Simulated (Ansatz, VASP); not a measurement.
Sn3Se: VASP beside Ansatz

```
Sn Se
1.0
     0.00000    3.73314    3.73314
     3.73314    0.00000    3.73314
     3.73314    3.73314    0.00000
Sn Se
3 1
Direct
  0.25000 0.25000 0.25000
  0.75000 0.75000 0.75000
  0.50000 0.50000 0.50000
  0.00000 0.00000 0.00000
```

Alike in both runs: task single point; functional PBE; dispersion D3(BJ); k mesh 4 × 4 × 4; occupations gaussian, width 0.1 eV; no spin polarisation.

|  | VASP | Ansatz |
| --- | --- | --- |
| version | VASP 6.6.1 | Ansatz 0.2.0 |
| potentials or method | VASP PAW PBE potentials, release 64 (Sn_d, Se), cutoff 500 eV | scalar-relativistic, plane waves, PAW |
| valence electrons in the cell | 48 | 58 |

|  | VASP | Ansatz | Ansatz less VASP |
| --- | --- | --- | --- |
| gap on the k mesh at the Fermi level (eV) | none | none | - |
| pressure (GPa) | -3.1 | -3.1 | 0.00 |

A gap of «none» marks a metal or a gap that the smearing closes. VASP's potentials hold 48 valence electrons a cell and Ansatz's 58, so a difference there can come from the potentials and not from the codes.

The k mesh is coarse, so the values compare programs but aren't converged.
